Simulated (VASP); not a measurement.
# Ti3N3F in VASP: a series of runs, part 2 of 2

VASP 6.6.1. The steps go on from the part before.

## (3) Single point, PBE

File INCAR:

```
SYSTEM = Ti3N3F
PREC = Accurate
ENCUT = 520
EDIFF = 1E-7
ISMEAR = 0
SIGMA = 0.1
LREAL = .FALSE.
LASPH = .TRUE.
NELM = 60
ALGO = Fast
ISIF = 2
LWAVE = .FALSE.
LCHARG = .FALSE.
LDIPOL = .TRUE.
IDIPOL = 3
DIPOL = 0.5 0.5 0.358
GGA = PE
NBANDS = 38
```

File KPOINTS:

```
regular mesh
0
G
  9 9 1
  0 0 0
```

File POSCAR:

```
Ti3N3F
1.0
    3.0028555063      0.0000000000      0.0000000000
   -1.5014277532      2.6005491524      0.0000000000
    0.0000000000      0.0000000000     21.5541471841
N Ti F
3 3 1
Direct
    0.3333333334      0.6666666667      0.1855791355
    0.0000000000      0.0000000000      0.2993308526
    0.6666666667      0.3333333333      0.4147299353
    0.6666666667      0.3333333333      0.2424549941
    0.3333333334      0.6666666667      0.3575097830
    0.0000000000      0.0000000000      0.4664599856
    0.1666666666      0.3333333333      0.5412815210
```

Potentials or basis: VASP PAW PBE potentials, release 64 (N, Ti_sv, F).

Run with:

```console
$ cat potpaw_PBE.64/N/POTCAR potpaw_PBE.64/Ti_sv/POTCAR potpaw_PBE.64/F/POTCAR > POTCAR
$ mpirun -np 1 vasp_std > vasp.out
```

OUTCAR:

```text
SYSTEM = Ti3N3F
   PREC = Accurate
   ENCUT = 520
   EDIFF = 1E-7
   ISMEAR = 0
   LREAL = .FALSE.
   LASPH = .TRUE.
   NELM = 60
   ISIF = 2
   GGA = PE

 ion  position               nearest neighbor table
   1  0.333  0.667  0.186-   4 2.12   4 2.12   4 2.12
   2  0.000  0.000  0.299-   4 2.12   4 2.12   4 2.12   5 2.14   5 2.14   5 2.14
   3  0.667  0.333  0.415-   6 2.06   6 2.06   6 2.06   5 2.13   5 2.13   5 2.13
   4  0.667  0.333  0.242-   2 2.12   2 2.12   2 2.12   1 2.12   1 2.12   1 2.12
   5  0.333  0.667  0.358-   3 2.13   3 2.13   3 2.13   2 2.14   2 2.14   2 2.14   6 2.92   6 2.92
                             6 2.92
   6  0.000  0.000  0.466-   7 1.83   3 2.06   3 2.06   3 2.06   5 2.92   5 2.92   5 2.92
   7  0.167  0.333  0.541-   6 1.83

  LATTYP: Found a hexagonal cell.
 ALAT       =     3.0028555063
 C/A-ratio  =     7.1778835641

  Lattice vectors:

 A1 = (   3.0028555063,   0.0000000000,   0.0000000000)
 A2 = (  -1.5014277532,   2.6005491524,   0.0000000000)
 A3 = (   0.0000000000,   0.0000000000,  21.5541471841)

Analysis of symmetry for initial positions (statically):
[... 200 lines left out ...]
      5     -34.5736      2.00000
      6     -34.4762      2.00000
[... 973 lines left out ...]
     37       2.5718      0.00000
     38       2.8435      0.00000

 [... further k-points ...]

------------------------ aborting loop because EDIFF is reached ----------------------------------------

 vacuum level on the upper side and lower side of the slab       (xc-potential included)        -0.980         0.808

  FORCE on cell =-STRESS in cart. coord.  units (eV):
  Direction    XX          YY          ZZ          XY          YZ          ZX
  --------------------------------------------------------------------------------------
  -------------------------------------------------------------------------------------
  Total       -0.6437056      0.1571968     -3.5380960     -0.0000000      1.6599862     -0.0000000
  in kB       -6.1272771      1.4963184    -33.6782759     -0.0000000     15.8010052     -0.0000000
  external PRESSURE =     -12.7697449 kB  Pullay stress =       0.0000000 kB

 VOLUME and BASIS-vectors are now :
 -----------------------------------------------------------------------------
  energy-cutoff  :      520.00
  volume of cell :      168.32
      direct lattice vectors                 reciprocal lattice vectors
     3.002855506  0.000000000  0.000000000     0.333016357  0.192267083  0.000000000
    -1.501427753  2.600549152  0.000000000     0.000000000  0.384534166  0.000000000
     0.000000000  0.000000000 21.554147184     0.000000000  0.000000000  0.046394784

 POSITION                                       TOTAL-FORCE (eV/Angst)
 -----------------------------------------------------------------------------------
      0.00000      1.73370      4.00000         0.000000     -0.003318      4.223573
      0.00000      0.00000      6.45182         0.000000     -0.002153      1.272727
      1.50143      0.86685      8.93915         0.000000     -0.417627      0.211206
      1.50143      0.86685      5.22591        -0.000000      0.020156     -5.480668
      0.00000      1.73370      7.70582         0.000000     -0.131103     -0.123992
      0.00000      0.00000     10.05415         0.000000     -0.059088     -0.223420
     -0.00000      0.86685     11.66686        -0.000000      0.593133      0.120573
 -----------------------------------------------------------------------------------
    total drift:                               -0.000000     -0.000049     -0.000079

  FREE ENERGIE OF THE ION-ELECTRON SYSTEM (eV)
  ---------------------------------------------------
  free  energy   TOTEN  =       -60.6338363682 eV

  energy  without entropy=      -60.6259355748  energy(sigma->0) =      -60.62988597

 vacuum level on the upper side and lower side of the slab         5.680         7.514
```

OSZICAR:

```text
N       E                     dE             d eps       ncg     rms          rms(c)
DAV:   1     0.804418922289E+03    0.80442E+03   -0.30452E+04  2052   0.158E+03
DAV:   2     0.584780180064E+02   -0.74594E+03   -0.71963E+03  2110   0.492E+02
DAV:   3    -0.658201108618E+02   -0.12430E+03   -0.12228E+03  2838   0.185E+02
[... 43 lines left out ...]
RMM:  47    -0.606338360290E+02   -0.14659E-06   -0.19160E-06  2349   0.506E-03    0.572E-04
RMM:  48    -0.606338361483E+02   -0.11934E-06   -0.15323E-06  2298   0.476E-03    0.527E-04
RMM:  49    -0.606338362471E+02   -0.98773E-07   -0.13546E-06  2347   0.454E-03    0.508E-04
RMM:  50    -0.606338363208E+02   -0.73765E-07   -0.10649E-06  2255   0.430E-03    0.497E-04
RMM:  51    -0.606338363682E+02   -0.47356E-07   -0.89319E-07  2314   0.413E-03
   1 F= -.60633836E+02 E0= -.60629886E+02  d E =-.790079E-02
```

Run time: 16 min. Hardware: 1 thread of Oxide Virtual Turin-like, shared host; peak memory 0.33 GiB.

Results:

* Free energy: -60.6338 eV
* Largest force: 5.481 eV/Å
* Band gap on the k mesh: zero (bands 29 and 30 overlap by 0.15 eV)

Forces in eV/Å, atoms in the order of the input:
```
N    0.000 -0.003  4.224
N    0.000 -0.002  1.273
N    0.000 -0.418  0.211
Ti   0.000  0.020 -5.481
Ti   0.000 -0.131 -0.124
Ti   0.000 -0.059 -0.223
F    0.000  0.593  0.121
```

Levels at points of the mesh, in eV from the Fermi level:
| k point | band 26 | band 27 | band 28 | band 29 | band 30 | band 31 | band 32 | band 33 |
| --- | --- | --- | --- | --- | --- | --- | --- | --- |
| (0.00, 0.00, 0.00) | -1.13 | -0.37 | -0.33 | 0.16 | 0.22 | 0.44 | 1.22 | 1.36 |

## (4) Single point, PBE

Changes to INCAR since step 3:

```diff
@@ -3,3 +3,3 @@
 ENCUT = 520
-EDIFF = 1E-7
+EDIFF = 1E-6
 ISMEAR = 0
@@ -8,3 +8,3 @@
 LASPH = .TRUE.
-NELM = 60
+NELM = 100
 ALGO = Fast
```

File KPOINTS:

```
Automatic mesh
0
G
  9 9 1
  0 0 0
```

File POSCAR:

```
Ti3N3F
1.0
    3.0028555063      0.0000000000      0.0000000000
   -1.5014277532      2.6005491524      0.0000000000
    0.0000000000      0.0000000000     21.5541471841
N Ti F
3 3 1
Direct
    0.3333333333      0.6666666666      0.1855791355
    0.0000000000      0.0000000000      0.2993308526
    0.6666666667      0.3333333334      0.4147299353
    0.6666666667      0.3333333334      0.2424549941
    0.3333333333      0.6666666666      0.3575097830
    0.0000000000      0.0000000000      0.4664599856
    0.3333333333      0.1666666666      0.5409777267
```

Run with:

```console
$ cat potpaw_PBE.64/N/POTCAR potpaw_PBE.64/Ti_sv/POTCAR potpaw_PBE.64/F/POTCAR > POTCAR
$ mpirun -np 1 vasp_std > vasp.out
```

Wall time 12 min (1 thread of Oxide Virtual Turin-like, shared host); peak memory 0.33 GiB.

It converged, with:

* Free energy: -60.6584 eV
* Largest force: 5.517 eV/Å
* Band gap on the k mesh: zero (bands 29 and 30 overlap by 0.10 eV)

Forces on the atoms (eV/Å):
```
N    0.004  0.002  4.237
N    0.007  0.004  1.331
N   -0.215 -0.124 -0.039
Ti  -0.008 -0.004 -5.517
Ti  -0.069 -0.040 -0.199
Ti  -0.305 -0.176  0.056
F    0.584  0.337  0.130
```

Levels at points of the mesh, in eV from the Fermi level:
```tsv
k point	band 25	band 26	band 27	band 28	band 29	band 30	band 31	band 32	band 33	band 34
(0.00, 0.00, 0.00)	-3.25	-1.14	-0.37	-0.36	0.13	0.17	0.42	1.17	1.20	1.62
```

## (5) Summary

```tsv
cell	further INCAR settings	gap on the mesh (eV)	largest force (eV/Å)
a = 3.003, b = 3.003, c = 21.554 Å, angles 90.0, 90.0, 120.0°, 7 atoms, atomic positions A	ALGO = Fast; EDIFF = 1e-06; NBANDS = 38	none	5.47
a = 3.003, b = 3.003, c = 21.554 Å, angles 90.0, 90.0, 120.0°, 7 atoms, atomic positions B	ALGO = Fast; EDIFF = 1e-07; NBANDS = 38	none	5.48
a = 3.003, b = 3.003, c = 21.554 Å, angles 90.0, 90.0, 120.0°, 7 atoms, atomic positions C	ALGO = Fast; EDIFF = 1e-06; NBANDS = 38	none	5.52
```

Alike in all rows: task single point; level PBE; potentials or basis VASP PAW PBE potentials, release 64 (N, Ti_sv, F); no spin polarisation; k mesh 9 × 9 × 1; cutoff (eV) 520; smearing gaussian 0.1 eV.

Absolute energies hang on the potentials; compare differences alone.
